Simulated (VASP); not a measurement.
Wanted: the native input for a VASP 6.6.1 run.

```yaml
Task: single point
Functional: r2SCAN
Potentials_or_basis: VASP PAW PBE potentials, release 64 (Mn_pv, Sn_d)
Cutoff: 520 eV
k_mesh: 7 × 7 × 8
Occupations: fermi-dirac, width 0.05 eV
Spin: collinear spin, ferromagnetic start
Starting_moments: "[4.5, 4.5, 4.5, 4.5, 4.5, 4.5, 0.0, 0.0] μB"
Dipole_correction: no
Further_INCAR_settings: ALGO = Normal; EDIFF = 1e-06; NBANDS = 67
```

Crystal: Mn3Sn.

```
CELL_PARAMETERS angstrom
5.67000 0.00000 0.00000
-2.83500 4.91036 0.00000
0.00000 0.00000 4.53000
ATOMIC_POSITIONS crystal
Mn 0.83300 0.66600 0.25000
Mn 0.16700 0.83300 0.75000
Mn 0.33400 0.16700 0.25000
Mn 0.16700 0.33400 0.75000
Mn 0.83300 0.16700 0.25000
Mn 0.66600 0.83300 0.75000
Sn 0.33333 0.66667 0.25000
Sn 0.66667 0.33333 0.75000
```

These files were run (other wordings do the same):

POSCAR

```
Mn3Sn
1.0
    5.6700000000      0.0000000000      0.0000000000
   -2.8350000000      4.9103640400      0.0000000000
    0.0000000000      0.0000000000      4.5300000000
Mn Sn
6 2
Direct
    0.8330000000      0.6660000000      0.2500000000
    0.1670000000      0.8330000000      0.7500000000
    0.3340000000      0.1670000000      0.2500000000
    0.1670000000      0.3340000000      0.7500000000
    0.8330000000      0.1670000000      0.2500000000
    0.6660000000      0.8330000000      0.7500000000
    0.3333333300      0.6666666700      0.2500000000
    0.6666666700      0.3333333300      0.7500000000
```

INCAR.step1

```
PREC = Accurate
ENCUT = 520
ISMEAR = -1
SIGMA = 0.05
LREAL = F
LASPH = T
NELM = 150
ISPIN = 2
MAGMOM = 4.5 4.5 4.5 4.5 4.5 4.5 0 0
LMAXMIX = 4
NBANDS = 67
GGA = PE
ALGO = Normal
EDIFF = 1E-4
LWAVE = T
LCHARG = F
KPAR = 4
```

INCAR.step2

```
PREC = Accurate
ENCUT = 520
EDIFF = 1E-6
ISMEAR = -1
SIGMA = 0.05
LREAL = F
LASPH = T
NELM = 150
ALGO = Normal
ISIF = 2
LWAVE = F
LCHARG = T
ISPIN = 2
MAGMOM = 4.5 4.5 4.5 4.5 4.5 4.5 0 0
LORBIT = 11
LMAXMIX = 4
METAGGA = R2SCAN
LMIXTAU = T
LVHAR = T
NBANDS = 67
ISTART = 1
KPAR = 4
```

KPOINTS

```
Automatic mesh
0
Gamma
  7 7 8
```

Potentials or basis: VASP PAW PBE potentials, release 64 (Mn_pv, Sn_d).

Launch:

```console
$ cat potpaw_PBE.64/Mn_pv/POTCAR potpaw_PBE.64/Sn_d/POTCAR > POTCAR
$ cp INCAR.step1 INCAR
$ mpirun -np 4 vasp_std > vasp.out
$ cp INCAR.step2 INCAR
$ mpirun -np 4 vasp_std > vasp.out
```

It gave:

```json
{"Pressure": "3.8 GPa", "Largest force": "0.363 eV/Å", "Net moment": "21.66 μB per cell", "Site moments": "Mn +3.62; Sn -0.24 μB", "Valence electrons inside the program's atomic spheres": "Mn 11.58; Sn 12.56"}
```

Caveat: the cell stands under pressure; the PAW data sets were made with another functional, which shifts forces and pressure a little.

Wall time 5.5 min on 4 MPI ranks on Intel(R) Xeon(R) 6975P-C (Granite Rapids), on a shared host, peak memory 0.62 GiB a rank.
